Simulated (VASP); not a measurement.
Runs of VASP 6.6.1 on Cd. The structure is that of space group P6_3/mmc (No. 194), or close to it. The cells are those of the table. 

```tsv
cell	gap on the mesh (eV)	pressure (GPa)
a = 3.041, b = 3.041, c = 6.022 Å, angles 90.0, 90.0, 120.0°, 2 atoms	none	(b)
a = 2.914, b = 2.914, c = 5.771 Å, angles 90.0, 90.0, 120.0°, 2 atoms	none	7.6
a = 3.081, b = 3.081, c = 6.101 Å, angles 90.0, 90.0, 120.0°, 2 atoms	none	-1.0
a = 3.000, b = 3.000, c = 5.940 Å, angles 90.0, 90.0, 120.0°, 2 atoms	none	2.1
a = 2.958, b = 2.958, c = 5.857 Å, angles 90.0, 90.0, 120.0°, 2 atoms	none	(a)
```

Alike in all rows: task single point; level revPBE; potentials or basis VASP PAW PBE potentials, release 64 (Cd); no spin polarisation; k mesh 19 × 19 × 9; cutoff (eV) 520; smearing fermi-dirac 0.1 eV.

Question: Fill in the values left out.

Answer: (a) 4.4; (b) 0.3.

Caveats: the PAW data sets were made with another functional, which shifts forces and pressure a little; the stress differs along the axes, from 4 to 9 GPa (at least some runs); the cell stands under pressure (at least some runs).

A k mesh can miss the band edges, and the runs leave out spin-orbit coupling on Cd.

A gap of «none» marks levels without a gap at the run's occupations.
